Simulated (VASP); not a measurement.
## Fe: single point with PBEsol-based global hybrid with 25 % exact exchange

Crystal: Fe.

```
CELL_PARAMETERS angstrom
-1.44300 1.44300 1.44300
1.44300 -1.44300 1.44300
1.44300 1.44300 -1.44300
ATOMIC_POSITIONS crystal
Fe 0.00000 0.00000 0.00000
```

* Program: VASP 6.6.1
* Task: single point
* Functional: PBEsol-based global hybrid with 25 % exact exchange
* Potentials or basis: VASP PAW PBE potentials, release 64 (Fe)
* Cutoff: 520 eV
* k mesh: 7 × 7 × 7
* Occupations: fermi-dirac, width 0.05 eV
* Spin: collinear spin, ferromagnetic start
* Starting moments: [3.0] μB

```
Pressure                                              : -1.9 GPa
Net moment                                            : 2.86 μB per cell
Site moments                                          : Fe +2.91 μB
Valence electrons inside the program's atomic spheres : Fe 7.19
```

Levels at points of the mesh, in eV from the Fermi level:
Spin up:
```tsv
k point	band 3	band 4	band 5	band 6	band 7	band 8
(0.00, 0.00, 0.00)	-5.51	-5.51	-4.27	-4.27	25.84	25.84
```
Spin down:
```csv
k point,band 1,band 2,band 3,band 4,band 5,band 6,band 7
"(0.00, 0.00, 0.00)",-10.27,1.29,1.29,1.29,4.00,4.00,25.26
```

Run time: 36 min on 1 thread of Intel(R) Xeon(R) Platinum 8375C CPU @ 2.90GHz (Ice Lake), on a shared host, peak memory 0.14 GiB.

Caveat: the k points lie up to 0.44 Å⁻¹ apart; the PAW data sets were made with another functional, which shifts forces and pressure a little.
